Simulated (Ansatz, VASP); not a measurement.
## Two plane-wave programs on YN

The input POSCAR:

```
YN
1.0
    0.0000000000      2.3980737913      2.3980737913
    2.3980737913      0.0000000000      2.3980737913
    2.3980737913      2.3980737913      0.0000000000
Y N
1 1
Direct
    0.0000000000      0.0000000000      0.0000000000
    0.5000000000      0.5000000000      0.5000000000
```

The input INCAR.step1:

```
PREC     = Accurate       # precision mode
ENCUT    = 660            # plane-wave cutoff, eV
ISMEAR   = 0              # smearing method
SIGMA    = 0.01           # smearing width, eV
LREAL    = False          # projectors in reciprocal space
LASPH    = True           # aspherical terms in the spheres
NELM     = 120            # most SCF steps
NBANDS   = 15             # bands
GGA      = PE             # functional
ALGO     = Normal         # electronic algorithm
EDIFF    = 1E-5           # SCF threshold, eV
LWAVE    = True           # write WAVECAR
LCHARG   = False          # write CHGCAR
GGA_COMPAT= False
```

INCAR.step2

```
PREC     = Accurate       # precision mode
ENCUT    = 660            # plane-wave cutoff, eV
EDIFF    = 1E-6           # SCF threshold, eV
ISMEAR   = 0              # smearing method
SIGMA    = 0.01           # smearing width, eV
LREAL    = False          # projectors in reciprocal space
LASPH    = True           # aspherical terms in the spheres
NELM     = 120            # most SCF steps
ALGO     = Normal         # electronic algorithm
ISIF     = 2              # what is computed and relaxed
LWAVE    = False          # write WAVECAR
LCHARG   = False          # write CHGCAR
METAGGA  = R2SCAN         # meta-GGA
LMIXTAU  = True         
NBANDS   = 15             # bands
ISTART   = 1            
GGA_COMPAT= False
```

KPOINTS

```
regular mesh
0
Gamma
  8 8 8
```

Input for Ansatz:

```yaml
crystal:
  lattice:
    - [0.0, 2.3980737913, 2.3980737913]
    - [2.3980737913, 0.0, 2.3980737913]
    - [2.3980737913, 2.3980737913, 0.0]
  atoms:
    - { symbol: "Y", position: [0.0, 0.0, 0.0] }
    - { symbol: "N", position: [0.5, 0.5, 0.5] }
kpoints:
  mp_grid: { grid: [8, 8, 8] }
hamiltonian:
  xc: r2scan
scf:
  occupations: { method: fixed }
  n_extra_bands: 4
output:
  forces: true
  stress: true
  eigenvalues: true
```

Alike in both runs: task single point; functional r2SCAN; k mesh 8 × 8 × 8; no spin polarisation.

|  | VASP | Ansatz |
| --- | --- | --- |
| version | VASP 6.6.1 | Ansatz 0.2.0 |
| potentials or method | VASP PAW PBE potentials, release 64 (Y_sv, N) | plane waves, PAW |
| plane-wave cutoff (eV) | 660 | 500 |
| occupations | gaussian, width 0.01 eV | fixed |
| valence electrons in the cell | 16 | 16 |

|  | VASP | Ansatz | Ansatz less VASP |
| --- | --- | --- | --- |
| gap on the k mesh at the Fermi level (eV) | 0.48 | 0.47 | -0.014 |
| pressure (GPa) | 11.9 | 11.9 | -0.01 |

VASP's potentials were made for PBE, not for r2SCAN.
